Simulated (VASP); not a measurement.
# Tc: single point with PBEsol

Tc:

```
Tc
1.0
     2.72421    0.00000    0.00000
    -1.36211    2.35924    0.00000
     0.00000    0.00000    4.35575
Tc
2
Direct
  0.33333 0.66667 0.25000
  0.66667 0.33333 0.75000
```

```json
{
  "Program": "VASP 6.6.1",
  "Task": "single point",
  "Functional": "PBEsol",
  "Potentials or basis": "VASP PAW PBE potentials, release 64 (Tc_pv)",
  "Cutoff": "520 eV",
  "k mesh": "18 × 18 × 10",
  "Occupations": "gaussian, width 0.05 eV",
  "Spin": "no spin polarisation",
  "Dipole correction": "no",
  "Further INCAR settings": "ALGO = Fast; EDIFF = 1e-06; NBANDS = 20"
}
```

```yaml
Pressure: -0.7 GPa
Band_gap_on_the_k_mesh: zero (band 13 reaches 14.67 eV, above the bottom of band 14 at 11.14 eV)
```

Levels at points of the mesh, in eV from the Fermi level:
| k point | band 11 | band 12 | band 13 | band 14 | band 15 | band 16 |
| --- | --- | --- | --- | --- | --- | --- |
| (0.00, 0.00, 0.00) | -1.46 | -0.82 | -0.82 | -0.12 | -0.12 | 1.78 |
| (0.50, 0.00, 0.00) | -1.12 | -0.92 | -0.46 | 3.07 | 3.51 | 3.52 |
| (0.00, 0.00, 0.50) | -1.72 | -1.72 | -1.72 | -1.72 | 1.98 | 1.98 |
| (0.50, 0.00, 0.50) | 0.16 | 0.16 | 1.50 | 1.50 | 3.34 | 3.34 |

Run time: 35 s on 1 thread of Intel(R) Xeon(R) 6975P-C (Granite Rapids), on a shared host, peak memory 0.2 GiB.

Caveat: the PAW data sets were made with another functional, which shifts forces and pressure a little.
